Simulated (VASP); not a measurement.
# NaCu (Fm-3m) in VASP: a series of runs

NaCu is run at these levels: PBE; tasks: single point, relaxation of cell and atoms.

Everything below comes from runs of VASP 6.6.1. Logs are shortened: lines on timing, memory, paths and dates and some standing lists are left out, and cuts for length are marked.

**1. The cell of the first run**

The structure is cubic, space group Fm-3m (No. 225). The conventional cell has a = 5.887 Å, b = 5.887 Å, c = 5.887 Å, α = 90.00°, β = 90.00°, γ = 90.00°. Within 3.9 Å of Na (site symmetry m-3m) lie 6 Cu at 2.94 Å. Within 3.9 Å of Cu (site symmetry m-3m) lie 6 Na at 2.94 Å.

**2. Single point, PBE**

Contents of INCAR:

```
PREC     = Accurate       # precision mode
ENCUT    = 520            # plane-wave cutoff, eV
EDIFF    = 1E-6           # SCF threshold, eV
ISMEAR   = 0              # smearing method
SIGMA    = 0.1            # smearing width, eV
LREAL    = False          # projectors in reciprocal space
LASPH    = True           # aspherical terms in the spheres
NELM     = 60             # most SCF steps
ALGO     = Fast           # electronic algorithm
ISIF     = 2              # what is computed and relaxed
LWAVE    = False          # write WAVECAR
LCHARG   = True           # write CHGCAR
GGA      = PE             # functional
LELF     = True           # ELF
LVHAR    = True         
NBANDS   = 16             # bands
```

Contents of KPOINTS:

```
Automatic mesh
0
Gamma
  16 16 16
```

Contents of POSCAR:

```
NaCu
1.0
    0.0000000000      2.9436233644      2.9436233644
    2.9436233644      0.0000000000      2.9436233644
    2.9436233644      2.9436233644      0.0000000000
Na Cu
1 1
Direct
    0.0000000000      0.0000000000      0.0000000000
    0.5000000000      0.5000000000      0.5000000000
```

Potentials or basis: VASP PAW PBE potentials, release 64 (Na_pv, Cu).

Run with:

```
> cat potpaw_PBE.64/Na_pv/POTCAR potpaw_PBE.64/Cu/POTCAR > POTCAR
> mpirun -np 1 vasp_std > vasp.out
```

OUTCAR:

```text
PREC = Accurate
   ENCUT = 520
   EDIFF = 1E-6
   ISMEAR = 0
   LREAL = False
   LASPH = True
   NELM = 60
   ISIF = 2
   GGA = PE

 ion  position               nearest neighbor table
   1  0.000  0.000  0.000-
   2  0.500  0.500  0.500-

  LATTYP: Found a face centered cubic cell.
 ALAT       =     5.8872467288

  Lattice vectors:

 A1 = (   0.0000000000,   2.9436233644,   2.9436233644)
 A2 = (   2.9436233644,   0.0000000000,   2.9436233644)
 A3 = (   2.9436233644,   2.9436233644,   0.0000000000)

Analysis of symmetry for initial positions (statically):
=====================================================================
 Subroutine PRICEL returns:
 Original cell was already a primitive cell.

 Routine SETGRP: Setting up the symmetry group for a
 face centered cubic supercell.

 Subroutine GETGRP returns: Found 48 space group operations
 (whereof 48 operations were pure point group operations)
 out of a pool of 48 trial point group operations.

The static configuration has the point symmetry O_h .

Analysis of symmetry for dynamics (positions and initial velocities):
=====================================================================
 Subroutine PRICEL returns:
 Original cell was already a primitive cell.

 Routine SETGRP: Setting up the symmetry group for a
 face centered cubic supercell.

 Subroutine GETGRP returns: Found 48 space group operations
 (whereof 48 operations were pure point group operations)
 out of a pool of 48 trial point group operations.

The dynamic configuration has the point symmetry O_h .

 Subroutine INISYM returns: Found 48 space group operations
 (whereof 48 operations are pure point group operations),
 and found     1 'primitive' translations

----------------------------------------------------------------------------------------

                                     Primitive cell

  volume of cell :      51.0125

  direct lattice vectors                    reciprocal lattice vectors
     0.000000000  2.943623364  2.943623364    -0.169858687  0.169858687  0.169858687
     2.943623364  0.000000000  2.943623364     0.169858687 -0.169858687  0.169858687
     2.943623364  2.943623364  0.000000000     0.169858687  0.169858687 -0.169858687

  length of vectors
     4.162912084  4.162912084  4.162912084     0.294203876  0.294203876  0.294203876

  position of ions in fractional coordinates (direct lattice)
     0.000000000  0.000000000  0.000000000
     0.500000000  0.500000000  0.500000000

  ion indices of the primitive-cell ions
   primitive index   ion index
                 1           1
                 2           2

----------------------------------------------------------------------------------------

 KPOINTS: Automatic mesh

Automatic generation of k-mesh.
 Grid dimensions read from file:
 generate k-points for:   16   16   16

 Generating k-lattice:

  Cartesian coordinates                     Fractional coordinates (reciprocal lattice)
    -0.010616168  0.010616168  0.010616168     0.062500000  0.000000000  0.000000000
     0.010616168 -0.010616168  0.010616168     0.000000000  0.062500000  0.000000000
     0.010616168  0.010616168 -0.010616168     0.000000000  0.000000000  0.062500000

  Length of vectors
     0.018387742  0.018387742  0.018387742

  Shift w.r.t. Gamma in fractional coordinates (k-lattice)
     0.000000000  0.000000000  0.000000000

 Subroutine IBZKPT returns following result:
 ===========================================

 Found    145 irreducible k-points:

 Following reciprocal coordinates:
            Coordinates               Weight
  0.000000  0.000000  0.000000      1.000000
  0.062500  0.000000  0.000000      8.000000
  0.125000  0.000000  0.000000      8.000000
  0.187500  0.000000  0.000000      8.000000
  0.250000  0.000000  0.000000      8.000000
  0.312500  0.000000  0.000000      8.000000
[... 16 lines left out ...]
 -0.125000  0.062500  0.000000     24.000000
 -0.062500  0.062500  0.000000     12.000000
 [... further k-points ...]
   k-points           NKPTS =    145   k-points in BZ     NKDIM =    145   number of bands    NBANDS=     16
   number of dos      NEDOS =    301   number of ions     NIONS =      2
   total plane-waves  NPLWV =  32768
   dimension x,y,z NGX =    32 NGY =   32 NGZ =   32
   dimension x,y,z NGXF=    64 NGYF=   64 NGZF=   64
   ions per type =               1   1
   NGX,Y,Z   is equivalent  to a cutoff of  12.78, 12.78, 12.78 a.u.
   NGXF,Y,Z  is equivalent  to a cutoff of  25.56, 25.56, 25.56 a.u.
 SYSTEM =  unknown system
   PREC   = accura    normal or accurate (medium, high low for compatibility)
   ISTART =      0    job   : 0-new  1-cont  2-samecut
   ICHARG =      2    charge: 1-file 2-atom 10-const
   ISPIN  =      1    spin polarized calculation?
   LNONCOLLINEAR =      F non collinear calculations
   LSORBIT =      F    spin-orbit coupling
   LASPH  =      T    aspherical Exc in radial PAW
   ENCUT  =  520.0 eV  38.22 Ry    6.18 a.u.   7.74  7.74  7.74*2*pi/ulx,y,z
   NELM   =     60;   NELMIN=  2; NELMDL= -5     # of ELM steps
   EDIFF  = 0.1E-05   stopping-criterion for ELM
   LREAL  =      F    real-space projection
   EDIFFG = 0.1E-04   stopping-criterion for IOM
   NSW    =      0    number of steps for IOM
   IBRION =     -1    ionic relax: 0-MD 1-quasi-New 2-CG
   NFREE  =      0    steps in history (QN), initial steepest desc. (CG)
   ISIF   =      2    stress and relaxation
   ISYM   =      2    0-nonsym 1-usesym 2-fastsym
   POTIM  = 0.5000    time-step for ionic-motion
   TEBEG  =    0.0;   TEEND  =   0.0 temperature during run
   PSTRESS=    0.0 pullay stress
   NELECT =      18.0000    total number of electrons
   NUPDOWN=      -1.0000    fix difference up-down
   EMIN   =  10.00;   EMAX   =-10.00  energy-range for DOS
   EFERMI =   0.00;   METHOD = LEGACY
   ISMEAR =     0;   SIGMA  =   0.10  broadening in eV -4-tet -1-fermi 0-gaus
   EFERMI_NEDOS =   21; number of points for ismear=-14 and -15
   IALGO  =     68    algorithm
   IMIX   =      4    mixing-type and parameters
     AMIX     =   0.40;   BMIX     =  1.00
     AMIX_MAG =   1.60;   BMIX_MAG =  1.00
  volume/ion in A,a.u.               =      25.51       172.12
  Fermi-wavevector in a.u.,A,eV,Ry     =   1.156840  2.186111 18.208399  1.338280
  Thomas-Fermi vector in A             =   2.293457
   LORBIT       =      0    0 simple, 1 ext, 2 COOP (PROOUT), +10 PAW based schemes
   GGA     = PE    functional components
   LHFCALC =     F    Hartree Fock is set to
   AEXX    =    0.0000 exact exchange contribution
   IVDW    =     0    specifies the selected vdW correction
   LEPSILON=     F    determine dielectric tensor
   LRPA    =     F    only Hartree local field effects (RPA)
 non-spin polarized calculation
 RMM-DIIS sequential band-by-band and
 Gauss-broadening in eV      SIGMA  =   0.10
  energy-cutoff  :      520.00
  volume of cell :       51.01
 maximum number of plane-waves:      1389
   NGX = 15   NGY = 15   NGZ = 15

 number of electron      17.9999995 magnetization

 Free energy of the ion-electron system (eV)
  ---------------------------------------------------
  ext. energy  EPLUGINS =         0.00000000
  ---------------------------------------------------
  free energy    TOTEN  =        -3.88686772 eV

  energy without entropy =       -3.88596745  energy(sigma->0) =       -3.88641758

 E-fermi :   0.8791     XC(G=0):  -8.0285

 val. band max:        0.8282329394   @ k =  -0.2500   0.5000   0.2500
 cond. band min:       0.9468119922   @ k =   0.5000   0.0625   0.0000
 fundamental gap:      0.1185790527
 Fermi energy:         0.8790860066

 k-point     1 :       0.0000    0.0000    0.0000
  band No.  band energies     occupation
      1     -22.8495      2.00000
      2     -22.8495      2.00000
      3     -22.8495      2.00000
      4      -3.2376      2.00000
      5      -0.5457      2.00000
      6      -0.5457      2.00000
[... 8 lines left out ...]
     15      10.6395      0.00000
     16      11.3187      0.00000

 k-point     2 :       0.0625    0.0000    0.0000
  band No.  band energies     occupation
      1     -22.8501      2.00000
      2     -22.8496      2.00000
      3     -22.8496      2.00000
      4      -3.1861      2.00000
      5      -0.5481      2.00000
      6      -0.5423      2.00000
[... 8 lines left out ...]
     15      10.7975      0.00000
     16      12.0300      0.00000

 k-point     3 :       0.1250    0.0000    0.0000
  band No.  band energies     occupation
      1     -22.8515      2.00000
      2     -22.8499      2.00000
      3     -22.8499      2.00000
      4      -3.0325      2.00000
      5      -0.5544      2.00000
      6      -0.5363      2.00000
[... 8 lines left out ...]
     15      11.1680      0.00000
     16      12.7086      0.00000

 k-point     4 :       0.1875    0.0000    0.0000
  band No.  band energies     occupation
      1     -22.8536      2.00000
      2     -22.8502      2.00000
      3     -22.8502      2.00000
      4      -2.7797      2.00000
      5      -0.5611      2.00000
      6      -0.5372      2.00000
[... 8 lines left out ...]
     15      11.3970      0.00000
     16      12.4750      0.00000
[... 324 lines left out ...]
 k-point    22 :      -0.1875    0.0625    0.0000
  band No.  band energies     occupation
      1     -22.8546      2.00000
      2     -22.8508      2.00000
      3     -22.8502      2.00000
      4      -2.6301      2.00000
      5      -0.5676      2.00000
      6      -0.5394      2.00000
[... 8 lines left out ...]
     15      11.3738      0.00000
     16      12.0442      0.00000

 k-point    23 :      -0.1250    0.0625    0.0000
  band No.  band energies     occupation
      1     -22.8524      2.00000
      2     -22.8503      2.00000
      3     -22.8499      2.00000
      4      -2.9139      2.00000
      5      -0.5611      2.00000
      6      -0.5346      2.00000
[... 8 lines left out ...]
     15      11.4413      0.00000
     16      12.0626      0.00000

 k-point    24 :      -0.0625    0.0625    0.0000
  band No.  band energies     occupation
      1     -22.8508      2.00000
      2     -22.8499      2.00000
      3     -22.8497      2.00000
      4      -3.1006      2.00000
      5      -0.5532      2.00000
      6      -0.5372      2.00000
[... 8 lines left out ...]
     15      11.1982      0.00000
     16      12.6262      0.00000

 [... further k-points ...]

------------------------ aborting loop because EDIFF is reached ----------------------------------------

  FORCE on cell =-STRESS in cart. coord.  units (eV):
  Direction    XX          YY          ZZ          XY          YZ          ZX
  --------------------------------------------------------------------------------------
  -------------------------------------------------------------------------------------
  Total       -0.0270686     -0.0270686     -0.0270686      0.0000000     -0.0000000      0.0000000
  in kB       -0.8501580     -0.8501580     -0.8501580      0.0000000     -0.0000000      0.0000000
  external PRESSURE =      -0.8501580 kB  Pullay stress =       0.0000000 kB

 VOLUME and BASIS-vectors are now :
 -----------------------------------------------------------------------------
  energy-cutoff  :      520.00
  volume of cell :       51.01
      direct lattice vectors                 reciprocal lattice vectors
     0.000000000  2.943623364  2.943623364    -0.169858687  0.169858687  0.169858687
     2.943623364  0.000000000  2.943623364     0.169858687 -0.169858687  0.169858687
     2.943623364  2.943623364  0.000000000     0.169858687  0.169858687 -0.169858687

 POSITION                                       TOTAL-FORCE (eV/Angst)
 -----------------------------------------------------------------------------------
      0.00000      0.00000      0.00000        -0.000000     -0.000000     -0.000000
      2.94362      2.94362      2.94362         0.000000      0.000000      0.000000
 -----------------------------------------------------------------------------------
    total drift:                                0.000000     -0.000000      0.000000

  FREE ENERGIE OF THE ION-ELECTRON SYSTEM (eV)
  ---------------------------------------------------
  free  energy   TOTEN  =        -3.8868677181 eV

  energy  without entropy=       -3.8859674467  energy(sigma->0) =       -3.88641758
```

Run time: 97 s. Hardware: 1 thread of Oxide Virtual Turin-like, shared host; peak memory 0.22 GiB.

Results:

* Free energy: -3.8869 eV
* Pressure: -0.1 GPa
* Band gap on the k mesh: zero (bands 9 and 10 overlap by 0.02 eV)

Levels at points of the mesh, in eV from the Fermi level:
| k point | band 5 | band 6 | band 7 | band 8 | band 9 | band 10 | band 11 | band 12 | band 13 | band 14 |
| --- | --- | --- | --- | --- | --- | --- | --- | --- | --- | --- |
| (0.00, 0.00, 0.00) | -1.42 | -1.42 | -1.42 | -1.39 | -1.39 | 7.61 | 7.61 | 7.61 | 9.76 | 9.76 |
| (0.50, 0.00, 0.00) | -1.44 | -1.44 | -1.27 | -1.27 | -0.77 | -0.08 | 6.25 | 6.25 | 8.77 | 9.39 |
| (0.50, 0.50, 0.00) | -1.58 | -1.32 | -1.24 | -1.24 | -0.13 | 0.60 | 4.22 | 4.22 | 6.22 | 6.81 |

**3. Relaxation of cell and atoms, PBE**

This run uses another cell than the first one, of 25.25 Å³/atom.

Contents of INCAR:

```
ALGO = Fast ; EDIFF = 1E-7
EDIFFG = -0.01 ; ENCUT = 600
GGA = PE ; IBRION = 2
ISIF = 3 ; ISMEAR = 0
LASPH = T ; LCHARG = F
LREAL = F ; LWAVE = F
NELM = 100 ; NSW = 100
PREC = Accurate ; SIGMA = 0.1
```

Contents of KPOINTS:

```
k-points
0
Gamma
  16 16 16
```

Contents of POSCAR:

```
NaCu
1.0
    0.0000000000      2.9337605915      2.9337605915
    2.9337605915      0.0000000000      2.9337605915
    2.9337605915      2.9337605915      0.0000000000
Na Cu
1 1
Direct
    0.0000000000      0.0000000000      0.0000000000
    0.5000000000      0.5000000000      0.5000000000
```

Potentials or basis: VASP PAW PBE potentials, release 64 (Na_pv, Cu).

Run with:

```
> cat potpaw_PBE.64/Na_pv/POTCAR potpaw_PBE.64/Cu/POTCAR > POTCAR
> mpirun -np 1 vasp_std > vasp.out
```

It took 5.8 min on 1 thread of Oxide Virtual Turin-like, shared host; peak memory 0.27 GiB.

It converged, with:

* Free energy: -3.8867 eV
* Relaxed volume: 25.46 Å³/atom
* Relaxed cell: a = 4.160 Å, b = 4.160 Å, c = 4.160 Å, α = 60.00°, β = 60.00°, γ = 60.00°
* Space group after relaxing (to 0.1 Å): Fm-3m (No. 225)
* Energy gained by relaxing: 0.1 meV/atom
* Ionic steps: 3
* Pressure after relaxing: 0.0 GPa
* Band gap on the k mesh: zero (bands 9 and 10 overlap by 0.03 eV)

Step by step:
| step | energy change (eV) | largest force (eV/Å) | pressure (GPa) | volume (Å³) |
| --- | --- | --- | --- | --- |
| 1 | 0.0000 | 0.0000 | 0.09 | 50.50 |
| 2 | -0.0001 | 0.0000 | 0.10 | 50.61 |
| 3 | -0.0003 | 0.0000 | 0.03 | 50.92 |

Final structure:
```
Na Cu
1.0
     0.00000    2.94191    2.94191
     2.94191    0.00000    2.94191
     2.94191    2.94191    0.00000
Na Cu
1 1
Direct
  0.00000 0.00000 0.00000
  0.50000 0.50000 0.50000
```

Levels at points of the mesh, in eV from the Fermi level:
```tsv
k point	band 5	band 6	band 7	band 8	band 9	band 10	band 11	band 12	band 13
(0.00, 0.00, 0.00)	-1.43	-1.43	-1.43	-1.39	-1.39	7.62	7.62	7.62	9.77
(0.50, 0.00, 0.00)	-1.45	-1.45	-1.28	-1.28	-0.77	-0.08	6.26	6.26	8.78
(0.50, 0.50, 0.00)	-1.59	-1.32	-1.24	-1.24	-0.13	0.60	4.23	4.23	6.23
```

The gap in the log of VASP goes by the Fermi energy; the results here count the filled bands.